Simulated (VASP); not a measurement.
# Al3C4 (P4/mmm) in VASP: notebook

The runs below take Al3C4 through single point, with PBE.

Everything below comes from runs of VASP 6.6.1. Logs are shortened: lines on timing, memory, paths and dates and some standing lists are left out, and cuts for length are marked.

## Step 1: The cell of the first run

It takes space group P4/mmm (No. 123, tetragonal). The conventional cell has a = 4.140 Å, b = 4.140 Å, c = 4.783 Å, α = 90.00°, β = 90.00°, γ = 90.00°. Al (site symmetry 4mm) has 4 C at 2.20 Å and 2 Al at 2.30 to 2.49 Å within 2.9 Å. Within 3.4 Å of Al (site symmetry 4/mmm) lie 8 C at 2.61 Å and 8 Al at 3.18 Å. Within 2.0 Å of C (site symmetry m2m) lie 2 C at 1.49 Å.

The cell was generated, and may not be a known phase.

## Step 2: Single point, PBE, collinear spin

File INCAR:

```
PREC = Accurate
ENCUT = 1300
EDIFF = 1E-6
ISMEAR = 0
SIGMA = 0.1
LREAL = F
LASPH = T
NELM = 200
ALGO = Normal
ISIF = 2
LWAVE = F
LCHARG = F
ISPIN = 2
MAGMOM = 0 0 0 1 1 1 1
LORBIT = 11
GGA = PE
NBANDS = 26
GGA_COMPAT = F
```

File KPOINTS:

```
Automatic mesh
0
Gamma
  4 4 4
```

File POSCAR:

```
Al3C4
1.0
    4.1396000705      0.0000000000      0.0000000000
    0.0000000000      4.1396000705      0.0000000000
    0.0000000000      0.0000000000      4.7833101915
Al C
3 4
Direct
    0.0000000000      0.0000000000      0.2599463490
    0.0000000000      0.0000000000      0.7400536510
    0.5000000000      0.5000000000      0.0000000000
    0.3203806562      0.3203806562      0.5000000000
    0.6796193438      0.6796193438      0.5000000000
    0.6796193438      0.3203806562      0.5000000000
    0.3203806562      0.6796193438      0.5000000000
```

Potentials or basis: VASP PAW PBE potentials, release 64 (Al, C_h).

Run with:

```bash
> cat potpaw_PBE.64/Al/POTCAR potpaw_PBE.64/C_h/POTCAR > POTCAR
> mpirun -np 1 vasp_std > vasp.out
```

OUTCAR:

```text
PREC = Accurate
   ENCUT = 1300
   EDIFF = 1E-6
   ISMEAR = 0
   LREAL = F
   LASPH = T
   NELM = 200
   ISIF = 2
   ISPIN = 2
   LORBIT = 11
   GGA = PE

 ion  position               nearest neighbor table
   1  0.000  0.000  0.260-   4 2.20   5 2.20   6 2.20   7 2.20   2 2.30   2 2.49   3 3.18   3 3.18
                             3 3.18   3 3.18
   2  0.000  0.000  0.740-   4 2.20   5 2.20   6 2.20   7 2.20   1 2.30   1 2.49   3 3.18   3 3.18
                             3 3.18   3 3.18
   3  0.500  0.500  0.000-   1 3.18   2 3.18   1 3.18   2 3.18   1 3.18   2 3.18   1 3.18   2 3.18

   4  0.320  0.320  0.500-   6 1.49   7 1.49   1 2.20   2 2.20
   5  0.680  0.680  0.500-   6 1.49   7 1.49   1 2.20   2 2.20
   6  0.680  0.320  0.500-   4 1.49   5 1.49   1 2.20   2 2.20
   7  0.320  0.680  0.500-   4 1.49   5 1.49   1 2.20   2 2.20

  LATTYP: Found a simple tetragonal cell.
 ALAT       =     4.1396000705
 C/A-ratio  =     1.1555005580

  Lattice vectors:

 A1 = (   4.1396000705,   0.0000000000,   0.0000000000)
 A2 = (   0.0000000000,   4.1396000705,   0.0000000000)
 A3 = (   0.0000000000,   0.0000000000,   4.7833101915)

Analysis of symmetry for initial positions (statically):
=====================================================================
 Subroutine PRICEL returns:
 Original cell was already a primitive cell.

 Routine SETGRP: Setting up the symmetry group for a
 simple tetragonal supercell.

 Subroutine GETGRP returns: Found 16 space group operations
 (whereof 16 operations were pure point group operations)
 out of a pool of 16 trial point group operations.

The static configuration has the point symmetry D_4h.

Analysis of symmetry for dynamics (positions and initial velocities):
=====================================================================
 Subroutine PRICEL returns:
 Original cell was already a primitive cell.

 Routine SETGRP: Setting up the symmetry group for a
 simple tetragonal supercell.

 Subroutine GETGRP returns: Found 16 space group operations
 (whereof 16 operations were pure point group operations)
 out of a pool of 16 trial point group operations.

The dynamic configuration has the point symmetry D_4h.

Analysis of structural, dynamic, and magnetic symmetry:
=====================================================================
 Subroutine PRICEL returns:
 Original cell was already a primitive cell.

 Routine SETGRP: Setting up the symmetry group for a
 simple tetragonal supercell.

 Subroutine GETGRP returns: Found 16 space group operations
 (whereof 16 operations were pure point group operations)
 out of a pool of 16 trial point group operations.

The overall configuration has the point symmetry D_4h.

 Subroutine INISYM returns: Found 16 space group operations
 (whereof 16 operations are pure point group operations),
 and found     1 'primitive' translations

----------------------------------------------------------------------------------------

                                     Primitive cell

  volume of cell :      81.9682

  direct lattice vectors                    reciprocal lattice vectors
     4.139600071  0.000000000  0.000000000     0.241569230  0.000000000  0.000000000
     0.000000000  4.139600071  0.000000000     0.000000000  0.241569230  0.000000000
     0.000000000  0.000000000  4.783310192     0.000000000  0.000000000  0.209060245

  length of vectors
     4.139600071  4.139600071  4.783310192     0.241569230  0.241569230  0.209060245

  position of ions in fractional coordinates (direct lattice)
     0.000000000  0.000000000  0.259946349
     0.000000000  0.000000000  0.740053651
     0.500000000  0.500000000  0.000000000
     0.320380656  0.320380656  0.500000000
     0.679619344  0.679619344  0.500000000
     0.679619344  0.320380656  0.500000000
     0.320380656  0.679619344  0.500000000

  ion indices of the primitive-cell ions
   primitive index   ion index
                 1           1
                 2           2
                 3           3
                 4           4
                 5           5
                 6           6
                 7           7

----------------------------------------------------------------------------------------

 KPOINTS: Automatic mesh

Automatic generation of k-mesh.
 Grid dimensions read from file:
 generate k-points for:    4    4    4

 Generating k-lattice:

  Cartesian coordinates                     Fractional coordinates (reciprocal lattice)
     0.060392307  0.000000000  0.000000000     0.250000000  0.000000000  0.000000000
     0.000000000  0.060392307  0.000000000     0.000000000  0.250000000  0.000000000
     0.000000000  0.000000000  0.052265061     0.000000000  0.000000000  0.250000000

  Length of vectors
     0.060392307  0.060392307  0.052265061

  Shift w.r.t. Gamma in fractional coordinates (k-lattice)
     0.000000000  0.000000000  0.000000000

 Subroutine IBZKPT returns following result:
 ===========================================

 Found     18 irreducible k-points:

 Following reciprocal coordinates:
            Coordinates               Weight
  0.000000  0.000000  0.000000      1.000000
  0.250000  0.000000  0.000000      4.000000
  0.500000  0.000000  0.000000      2.000000
  0.250000  0.250000  0.000000      4.000000
  0.500000  0.250000  0.000000      4.000000
  0.500000  0.500000  0.000000      1.000000
[... 10 lines left out ...]
  0.500000  0.250000  0.500000      4.000000
  0.500000  0.500000  0.500000      1.000000
   k-points           NKPTS =     18   k-points in BZ     NKDIM =     18   number of bands    NBANDS=     26
   number of dos      NEDOS =    301   number of ions     NIONS =      7
   total plane-waves  NPLWV = 140000
   dimension x,y,z NGX =    50 NGY =   50 NGZ =   56
   dimension x,y,z NGXF=   100 NGYF=  100 NGZF=  112
   ions per type =               3   4
   NGX,Y,Z   is equivalent  to a cutoff of  20.08, 20.08, 19.46 a.u.
   NGXF,Y,Z  is equivalent  to a cutoff of  40.16, 40.16, 38.93 a.u.
 SYSTEM =  unknown system
   PREC   = accura    normal or accurate (medium, high low for compatibility)
   ISTART =      0    job   : 0-new  1-cont  2-samecut
   ICHARG =      2    charge: 1-file 2-atom 10-const
   ISPIN  =      2    spin polarized calculation?
   LNONCOLLINEAR =      F non collinear calculations
   LSORBIT =      F    spin-orbit coupling
   LASPH  =      T    aspherical Exc in radial PAW
   ENCUT  = 1300.0 eV  95.55 Ry    9.77 a.u.  12.17 12.17 14.06*2*pi/ulx,y,z
   NELM   =    200;   NELMIN=  2; NELMDL= -5     # of ELM steps
   EDIFF  = 0.1E-05   stopping-criterion for ELM
   LREAL  =      F    real-space projection
[... 7 lines left out ...]
   TEBEG  =    0.0;   TEEND  =   0.0 temperature during run
   PSTRESS=    0.0 pullay stress
   NELECT =      25.0000    total number of electrons
   NUPDOWN=      -1.0000    fix difference up-down
   EMIN   =  10.00;   EMAX   =-10.00  energy-range for DOS
   EFERMI =   0.00;   METHOD = LEGACY
   ISMEAR =     0;   SIGMA  =   0.10  broadening in eV -4-tet -1-fermi 0-gaus
   EFERMI_NEDOS =   21; number of points for ismear=-14 and -15
   IALGO  =     38    algorithm
   IMIX   =      4    mixing-type and parameters
     AMIX     =   0.40;   BMIX     =  1.00
     AMIX_MAG =   1.60;   BMIX_MAG =  1.00
  volume/ion in A,a.u.               =      11.71        79.02
  Fermi-wavevector in a.u.,A,eV,Ry     =   1.101978  2.082437 16.522320  1.214356
  Thomas-Fermi vector in A             =   2.238414
   LORBIT       =     11    0 simple, 1 ext, 2 COOP (PROOUT), +10 PAW based schemes
   GGA     = PE    functional components
   LHFCALC =     F    Hartree Fock is set to
   AEXX    =    0.0000 exact exchange contribution
   IVDW    =     0    specifies the selected vdW correction
   LEPSILON=     F    determine dielectric tensor
   LRPA    =     F    only Hartree local field effects (RPA)
 spin polarized calculation
 Gauss-broadening in eV      SIGMA  =   0.10
  energy-cutoff  :     1300.00
  volume of cell :       81.97
 maximum number of plane-waves:      8764
 NGX is ok and might be reduce to    50
   NGX = 25   NGY = 25   NGZ = 29

 number of electron      25.0000000 magnetization      -0.0002915

 number of electron      25.0000000 magnetization       0.0000818

 Free energy of the ion-electron system (eV)
  ---------------------------------------------------
  ext. energy  EPLUGINS =         0.00000000
  ---------------------------------------------------
  free energy    TOTEN  =       -41.91953055 eV

  energy without entropy =      -41.90276179  energy(sigma->0) =      -41.91114617

 E-fermi :   7.0670     XC(G=0): -10.5643

 val. band max:        7.0624656860   @ k =   0.5000   0.0000   0.5000
 cond. band min:       7.0905122711   @ k =   0.5000   0.2500   0.2500
 fundamental gap:      0.0280465851
 Fermi energy:         7.0669632291

 spin component 1

 k-point     1 :       0.0000    0.0000    0.0000
  band No.  band energies     occupation
      1     -10.9930      1.00000
      2      -3.0591      1.00000
      3      -3.0591      1.00000
      4      -2.8586      1.00000
      5      -0.4505      1.00000
      6       0.2700      1.00000
[... 16 lines left out ...]
     23      15.8249      0.00000
     24      16.7731      0.00000

 k-point     2 :       0.2500    0.0000    0.0000
  band No.  band energies     occupation
      1     -10.8376      1.00000
      2      -4.8472      1.00000
      3      -2.8860      1.00000
      4      -1.3277      1.00000
      5      -0.1296      1.00000
      6       1.1402      1.00000
[... 16 lines left out ...]
     23      15.3180      0.00000
     24      16.2179      0.00000
[... 403 lines left out ...]
     23      15.1276      0.00000
     24      16.0613      0.00000

 k-point    18 :       0.5000    0.5000    0.5000
  band No.  band energies     occupation
      1     -10.3634      1.00000
      2      -4.6395      1.00000
      3      -4.6395      1.00000
      4      -2.4417      1.00000
      5      -0.1786      1.00000
      6       2.1248      1.00000
[... 16 lines left out ...]
     23      14.4262      0.00000
     24      14.7700      0.00000
 Fermi energy:         7.0669632291

 spin component 2

 k-point     1 :       0.0000    0.0000    0.0000
  band No.  band energies     occupation
      1     -10.9930      1.00000
      2      -3.0591      1.00000
      3      -3.0591      1.00000
      4      -2.8586      1.00000
      5      -0.4505      1.00000
      6       0.2700      1.00000
[... 16 lines left out ...]
     23      15.8250      0.00000
     24      16.7731      0.00000

 k-point     2 :       0.2500    0.0000    0.0000
  band No.  band energies     occupation
      1     -10.8376      1.00000
      2      -4.8472      1.00000
      3      -2.8860      1.00000
      4      -1.3277      1.00000
      5      -0.1297      1.00000
      6       1.1402      1.00000
[... 16 lines left out ...]
     23      15.3179      0.00000
     24      16.2179      0.00000
[... 403 lines left out ...]
     23      15.1276      0.00000
     24      16.0614      0.00000

 k-point    18 :       0.5000    0.5000    0.5000
  band No.  band energies     occupation
      1     -10.3634      1.00000
      2      -4.6395      1.00000
      3      -4.6395      1.00000
      4      -2.4417      1.00000
      5      -0.1786      1.00000
      6       2.1248      1.00000
[... 16 lines left out ...]
     23      14.4262      0.00000
     24      14.7700      0.00000
 [bands above 24 left out]

------------------------ aborting loop because EDIFF is reached ----------------------------------------

  FORCE on cell =-STRESS in cart. coord.  units (eV):
  Direction    XX          YY          ZZ          XY          YZ          ZX
  --------------------------------------------------------------------------------------
  -------------------------------------------------------------------------------------
  Total        0.0023774      0.0023774     -0.0613651      0.0000000      0.0000000      0.0000000
  in kB        0.0464697      0.0464697     -1.1994625      0.0000000      0.0000000      0.0000000
  external PRESSURE =      -0.3688410 kB  Pullay stress =       0.0000000 kB

 VOLUME and BASIS-vectors are now :
 -----------------------------------------------------------------------------
  energy-cutoff  :     1300.00
  volume of cell :       81.97
      direct lattice vectors                 reciprocal lattice vectors
     4.139600071  0.000000000  0.000000000     0.241569230  0.000000000  0.000000000
     0.000000000  4.139600071  0.000000000     0.000000000  0.241569230  0.000000000
     0.000000000  0.000000000  4.783310192     0.000000000  0.000000000  0.209060245

 POSITION                                       TOTAL-FORCE (eV/Angst)
 -----------------------------------------------------------------------------------
      0.00000      0.00000      1.24340        -0.000000      0.000000      0.000260
      0.00000      0.00000      3.53991        -0.000000      0.000000     -0.000260
      2.06980      2.06980      0.00000        -0.000000      0.000000      0.000000
      1.32625      1.32625      2.39166        -0.004393     -0.004393      0.000000
      2.81335      2.81335      2.39166         0.004393      0.004393      0.000000
      2.81335      1.32625      2.39166         0.004393     -0.004393     -0.000000
      1.32625      2.81335      2.39166        -0.004393      0.004393      0.000000
 -----------------------------------------------------------------------------------
    total drift:                               -0.000000     -0.000000     -0.000000

  FREE ENERGIE OF THE ION-ELECTRON SYSTEM (eV)
  ---------------------------------------------------
  free  energy   TOTEN  =       -41.9195305523 eV

  energy  without entropy=      -41.9027617890  energy(sigma->0) =      -41.91114617

 total charge

# of ion       s       p       d       tot
------------------------------------------
    1        0.388   0.386   0.000   0.773
    2        0.388   0.386   0.000   0.773
    3        0.485   0.198   0.000   0.683
    4        0.485   0.930   0.000   1.415
    5        0.485   0.930   0.000   1.415
    6        0.485   0.930   0.000   1.415
    7        0.485   0.930   0.000   1.415
--------------------------------------------------
tot          3.200   4.691   0.000   7.891

 magnetization (x)

# of ion       s       p       d       tot
------------------------------------------
    1        0.000   0.000   0.000   0.000
    2        0.000   0.000   0.000   0.000
    3        0.000   0.000   0.000   0.000
    4        0.000   0.000   0.000   0.000
    5        0.000   0.000   0.000   0.000
    6        0.000   0.000   0.000   0.000
    7        0.000   0.000   0.000   0.000
--------------------------------------------------
tot          0.000   0.000   0.000   0.000
```

Run time: 3 min. Hardware: 1 thread of AMD EPYC 9R45 (Zen 5), shared host; peak memory 0.55 GiB.

What came out:

```
Free energy                                           : -41.9195 eV
Pressure                                              : 0.0 GPa
Largest force                                         : 0.006 eV/Å
Net moment                                            : 0.00 μB per cell
Valence electrons inside the program's atomic spheres : Al 0.77, 0.68 (each value once); C 1.42
```

Forces on the atoms (eV/Å):
```
Al   0.000  0.000  0.000
Al   0.000  0.000  0.000
Al   0.000  0.000  0.000
C   -0.004 -0.004  0.000
C    0.004  0.004  0.000
C    0.004 -0.004  0.000
C   -0.004  0.004  0.000
```

Stress tensor (GPa, compression positive):
```
 0.00  0.00  0.00
 0.00  0.00  0.00
 0.00  0.00 -0.12
```

Caveat: the k points lie up to 0.38 Å⁻¹ apart.

## Step 3: Single point, PBE

File INCAR:

```
SYSTEM = Al3C4
PREC     = Accurate       ! precision mode
ENCUT    = 1300           ! plane-wave cutoff, eV
EDIFF    = 1E-6           ! SCF threshold, eV
ISMEAR   = 0              ! smearing method
SIGMA    = 0.1            ! smearing width, eV
LREAL    = .False.        ! projectors in reciprocal space
LASPH    = .True.         ! aspherical terms in the spheres
NELM     = 120            ! most SCF steps
ALGO     = Normal         ! electronic algorithm
ISIF     = 2              ! what is computed and relaxed
LWAVE    = .False.        ! write WAVECAR
LCHARG   = .True.         ! write CHGCAR
GGA      = PE             ! functional
LELF     = .True.         ! ELF
LVHAR    = .True.       
NBANDS   = 22             ! bands
GGA_COMPAT= .False.
```

File KPOINTS:

```
regular mesh
0
Gamma
  4 4 4
  0 0 0
```

POSCAR is that of step 2.

Potentials or basis: VASP PAW PBE potentials, release 64 (Al, C_h).

Run with:

```bash
> cat potpaw_PBE.64/Al/POTCAR potpaw_PBE.64/C_h/POTCAR > POTCAR
> mpirun -np 1 vasp_std > vasp.out
```

Wall time 1.9 min (1 thread of Intel Xeon Platinum 8259CL at 2.50GHz (Skylake/Cascade Lake), shared host); peak memory 0.42 GiB.

The run converged. Its results:

| Item | Value |
| --- | --- |
| Free energy | -41.9195 eV |
| Pressure | 0.0 GPa |
| Largest force | 0.006 eV/Å |
| Band gap on the k mesh | zero (an odd number of electrons rules out a gap without spin polarisation) |

Forces in eV/Å, atoms in the order of the input:
```
Al   0.000  0.000  0.001
Al   0.000  0.000 -0.001
Al   0.000  0.000  0.000
C   -0.004 -0.004  0.000
C    0.004  0.004  0.000
C    0.004 -0.004  0.000
C   -0.004  0.004  0.000
```

Stress tensor (GPa, compression positive):
```
 0.01  0.00  0.00
 0.00  0.01  0.00
 0.00  0.00 -0.10
```

Levels at points of the mesh, in eV from the Fermi level:
```csv
k point,band 10,band 11,band 12,band 13,band 14,band 15
"(0.00, 0.00, 0.00)",-2.60,-1.13,-1.13,0.26,1.83,1.83
"(0.50, 0.00, 0.00)",-3.62,-3.09,-0.40,0.71,2.36,3.63
"(0.50, 0.50, 0.00)",-2.35,-1.98,-1.98,-1.51,-0.82,-0.21
"(0.00, 0.00, 0.50)",-2.53,-2.33,-2.33,0.93,2.08,3.16
"(0.50, 0.00, 0.50)",-1.25,-0.58,0.00,0.60,0.89,3.50
"(0.50, 0.50, 0.50)",-2.85,-1.28,-1.28,0.87,2.77,2.77
```

Caveat: the k points lie up to 0.38 Å⁻¹ apart, too coarse for converged energies and pressures of a metal; an odd number of electrons without spin polarisation forces a metal; a magnetic or distorted state may lie lower.

The gap in the log of VASP goes by the Fermi energy; the results here count the filled bands.